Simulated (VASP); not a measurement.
Input of a VASP 6.6.1 run:

File INCAR:

```
SYSTEM = Sn2PbO3
PREC = Accurate ; ENCUT = 600
EDIFF = 1E-7 ; ISMEAR = 0
SIGMA = 0.02 ; LREAL = .FALSE.
LASPH = .TRUE. ; NELM = 120
ALGO = Normal ; ISIF = 3
LWAVE = .FALSE. ; LCHARG = .FALSE.
GGA = PE ; IBRION = 2
NSW = 100 ; EDIFFG = -0.01
GGA_COMPAT = .FALSE. ; NELMIN = 4
KPAR = 4
```

The input KPOINTS:

```
regular mesh
0
G
  8 8 2
  0 0 0
```

File POSCAR:

```
Sn2PbO3
1.0
    3.9214174820      0.0000000000      0.0000000000
    0.0000000000      3.9214174820      0.0000000000
    0.0000000000      0.0000000000     15.1686397538
Sn Pb O
4 2 6
Direct
    0.0000000000      0.5000000000      0.7569341555
    0.5000000000      0.0000000000      0.9249308983
    0.0000000000      0.5000000000      0.0750691017
    0.5000000000      0.0000000000      0.2430658445
    0.5000000000      0.0000000000      0.6002635036
    0.0000000000      0.5000000000      0.3997364964
    0.5000000000      0.5000000000      0.6822116006
    0.0000000000      0.0000000000      0.6822116006
    0.5000000000      0.5000000000      0.0000000000
    0.0000000000      0.0000000000      0.0000000000
    0.0000000000      0.0000000000      0.3177883994
    0.5000000000      0.5000000000      0.3177883994
```

Potentials or basis: VASP PAW PBE potentials, release 64 (Sn_d, Pb_d, O).

Launch:

```console
$ cat potpaw_PBE.64/Sn_d/POTCAR potpaw_PBE.64/Pb_d/POTCAR potpaw_PBE.64/O/POTCAR > POTCAR
$ mpirun -np 4 vasp_std > vasp.out
```

(1) What does it give for the relaxed volume?

(2) Estimate the relaxed cell.

Results:

(1) 20.17 Å³/atom.

(2) a = 3.923 Å, b = 3.923 Å, c = 15.730 Å, α = 90.00°, β = 90.00°, γ = 90.00°.
